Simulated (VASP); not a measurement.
Set up this calculation in VASP 6.6.1, as the native input.

| Item | Value |
| --- | --- |
| Task | single point |
| Functional | PBEsol |
| Potentials or basis | VASP PAW PBE potentials, release 64 (Al, N) |
| Cutoff | 600 eV |
| k mesh | 12 × 12 × 6 |
| Occupations | gaussian, width 0.05 eV |
| Spin | no spin polarisation |
| Dipole correction | no |
| Further INCAR settings | ALGO = Normal; EDIFF = 1e-06; NBANDS = 16 |

The structure of AlN lies in POSCAR:

```
AlN
1.0
    2.8645972347      0.0000000000      0.0000000000
   -1.4322986173      2.4808139768      0.0000000000
    0.0000000000      0.0000000000      4.9834165464
Al N
2 2
Direct
    0.3333333333      0.6666666667      0.0015080761
    0.6666666667      0.3333333333      0.5015080761
    0.3333333333      0.6666666667      0.3834919239
    0.6666666667      0.3333333333      0.8834919239
```

This cell differs from its parent crystal: strain -0.080 along x and y, +0.000 along z.

One way to write it, as run:

INCAR

```
SYSTEM = AlN
ALGO = Normal
EDIFF = 1E-6
ENCUT = 600
GGA = PS
GGA_COMPAT = .False.
ISIF = 2
ISMEAR = 0
LASPH = .True.
LCHARG = .True.
LELF = .True.
LREAL = .False.
LVHAR = .True.
LWAVE = .False.
NBANDS = 16
NELM = 120
PREC = Accurate
SIGMA = 0.05
```

KPOINTS

```
k-points
0
Gamma
  12 12 6
  0 0 0
```

Potentials or basis: VASP PAW PBE potentials, release 64 (Al, N).

Command:

```bash
$ cat potpaw_PBE.64/Al/POTCAR potpaw_PBE.64/N/POTCAR > POTCAR
$ mpirun -np 1 vasp_std > vasp.out
```

It gave:

- Pressure: 50.4 GPa
- Largest force: 1.565 eV/Å
- Band gap on the k mesh: 4.70 eV (least direct gap 5.46 eV)

Caveat: the cell differs from its parent crystal (strain -0.080 along x and y, +0.000 along z); the cell stands under pressure; the PAW data sets were made with another functional, which shifts forces and pressure a little.

It took 50 s on 1 thread of Intel Xeon 8259CL, on a shared host, peak memory 0.18 GiB.
